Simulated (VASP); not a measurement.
**SnO2: single point with PBEsol+D4**

The system is SnO2.

```
Sn O
1.0
     3.16463    0.00000    0.00000
    -1.58232    2.74065    0.00000
     0.00000    0.00000   10.57028
Sn O
2 4
Direct
  0.00000 0.00000 0.50000
  0.00000 0.00000 0.00000
  0.66667 0.33333 0.40586
  0.66667 0.33333 0.09414
  0.33333 0.66667 0.59414
  0.33333 0.66667 0.90586
```

```yaml
Program: VASP 6.6.1
Task: single point
Functional: PBEsol
Dispersion: D4
Potentials_or_basis: VASP PAW PBE potentials, release 64 (Sn_d, O)
Cutoff: 520 eV
k_mesh: 12 × 12 × 2
Occupations: gaussian, width 0.01 eV
Spin: no spin polarisation
Dipole_correction: no
Further_INCAR_settings: ALGO = Normal; EDIFF = 1e-06; NBANDS = 35
```

| Quantity | Value |
| --- | --- |
| Pressure | 3.5 GPa |
| Largest force | 0.377 eV/Å |
| Band gap on the k mesh | 2.43 eV (least direct gap 2.93 eV) |
| Dispersion energy per atom | -0.118 eV |

Forces in eV/Å, atoms in the order of the input:
```
Sn   0.000  0.000  0.000
Sn   0.000  0.000  0.000
O    0.000  0.000 -0.377
O    0.000  0.000  0.377
O    0.000  0.000  0.377
O    0.000  0.000 -0.377
```

Stress tensor (GPa, compression positive):
```
4.29 0.00 0.00
0.00 4.29 0.00
0.00 0.00 1.85
```

Levels at points of the mesh, in eV from the valence-band top:
```csv
k point,band 22,band 23,band 24,band 25,band 26,band 27,band 28,band 29,band 30,band 31
"(0.00, 0.00, 0.00)",-0.89,-0.89,-0.86,-0.86,-0.51,2.43,3.21,5.64,5.99,10.38
"(0.50, 0.00, 0.00)",-1.25,-0.55,-0.50,-0.50,-0.09,5.61,5.76,7.16,7.81,10.20
"(0.00, 0.00, 0.50)",-0.87,-0.87,-0.87,-0.85,-0.85,2.82,2.82,5.82,5.82,10.43
"(0.50, 0.00, 0.50)",-1.43,-0.52,-0.52,-0.28,-0.28,5.68,5.68,7.46,7.46,10.38
```

Wall time 86 s on 1 thread of AMD EPYC 9R45 96-Core Processor (Zen 5) (shared host), peak memory 0.22 GiB.

Caveat: the cell stands under pressure; the PAW data sets were made with another functional, which shifts forces and pressure a little; spin-orbit coupling is left out, which moves the levels of the heavy elements. A k mesh can miss the band edges.
